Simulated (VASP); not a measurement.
Here is a VASP 6.6.1 calculation.

The input INCAR:

```
SYSTEM = ZrIn
PREC = Accurate
ENCUT = 520
EDIFF = 1E-8
ISMEAR = -1
SIGMA = 0.05
LREAL = .FALSE.
LASPH = .TRUE.
NELM = 80
ALGO = Normal
ISIF = 2
LWAVE = .FALSE.
LCHARG = .FALSE.
LEFG = .TRUE.
NBANDS = 20
```

KPOINTS

```
regular mesh
0
G
  12 12 8
  0 0 0
```

POSCAR

```
ZrIn
1.0
    2.4978483375      0.0000000000      0.0000000000
    0.0000000000      2.4978483375      0.0000000000
    0.0000000000      0.0000000000      3.8728389752
Zr In
1 1
Direct
    0.0000000000      0.0000000000      0.0000000000
    0.5000000000      0.5000000000      0.5000000000
```

Potentials or basis: VASP PAW LDA potentials, release 64 (Zr_sv, In_d).

Run with:

```sh
$ cat potpaw_LDA.64/Zr_sv/POTCAR potpaw_LDA.64/In_d/POTCAR > POTCAR
$ mpirun -np 1 vasp_std > vasp.out
```

Q: Predict the band gap on the k mesh.

A: Zero (an odd number of electrons rules out a gap without spin polarisation).

Q: What does it give for the pressure?

A: 188.5 GPa.

Electric field gradients, principal values (V/Å²):
| atom | least | middle | greatest (by size) |
| --- | --- | --- | --- |
| 1 Zr | 40.385 | 40.385 | -80.771 |
| 2 In | 108.161 | 108.161 | -216.323 |

Caveat: the cell stands under pressure; without QUAD_EFG the Cq values of the log hold for a quadrupole moment of 1 mb, not for the nuclei; spin-orbit coupling is left out, which moves the levels of the heavy elements.
